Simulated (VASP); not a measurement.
The system is InPd.

```xyz
2
Lattice="3.2719 0.0000 0.0000 0.0000 3.2719 0.0000 0.0000 0.0000 3.2719" Properties=species:S:1:pos:R:3 pbc="T T T"
In   -0.3435   -0.3435   -0.3435
Pd    1.9795    1.9795    1.9795
```

This cell differs from its parent crystal: shortest bond scaled by 0.58.

Base run:

* Program: VASP 6.6.1
* Functional: PBE
* Potentials or basis: VASP PAW PBE potentials, release 64 (In_d, Pd_sv_GW)
* Cutoff: 630 eV
* k mesh: 9 × 9 × 9
* Occupations: fermi-dirac, width 0.05 eV
* Spin: no spin polarisation

Its results: band gap on the k mesh zero (an odd number of electrons rules out a gap without spin polarisation); pressure 160.5 GPa; largest force 59.158 eV/Å.

Q: The run is repeated on the same cell with these changes: cutoff from 630 eV to 470 eV; further incar settings from ALGO = Normal; EDIFF = 1e-06; NBANDS = 22 to ALGO = Normal; EDIFF = 1e-08; NBANDS = 22. What comes out?

A: Band gap on the k mesh zero (an odd number of electrons rules out a gap without spin polarisation); pressure 159.1 GPa; largest force 59.144 eV/Å.

Caveats: atoms lie so close that the PAW spheres overlap strongly, which falsifies energies and pressures; the cell stands under pressure; spin-orbit coupling is left out, which moves the levels of the heavy elements; forces of over 1 eV/Å act on the atoms, so gaps and moduli don't describe the material at rest.
